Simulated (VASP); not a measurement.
Cd, 2 atoms in the cell. Symmetry: Fd-3m, No. 227, cubic system. Conventional cell: a = 5.493 Å, b = 5.493 Å, c = 5.493 Å, α = 90.00°, β = 90.00°, γ = 90.00°. Cd (site symmetry -43m) has 4 Cd at 2.38 Å within 3.1 Å. 

```yaml
Program: VASP 6.6.1
Task: relaxation of cell and atoms
Functional: PBE
Potentials_or_basis: VASP PAW PBE potentials, release 64 (Cd)
Cutoff: 600 eV
k_mesh: 12 × 12 × 12
Occupations: fermi-dirac, width 0.1 eV
Spin: no spin polarisation
Target_pressure: 48 GPa
Dipole_correction: no
Further_INCAR_settings: ALGO = Normal; EDIFF = 1e-06; IBRION = 2; EDIFFG = -0.005; NSW = 32; ISIF = 3
```

Potentials or basis: VASP PAW PBE potentials, release 64 (Cd).

Command:

```console
$ cat potpaw_PBE.64/Cd/POTCAR > POTCAR
$ mpirun -np 1 vasp_std > vasp.out
```

Hardware: 1 thread of Intel(R) Xeon(R) 6975P-C (Granite Rapids), on a shared host.

Q: Estimate the wall time of this run.

A: Run time: 34 s on 1 thread of Intel(R) Xeon(R) 6975P-C (Granite Rapids), with other jobs on the host, peak memory 0.21 GiB. Counts: scf iterations 25, k points 72, ion steps 3.
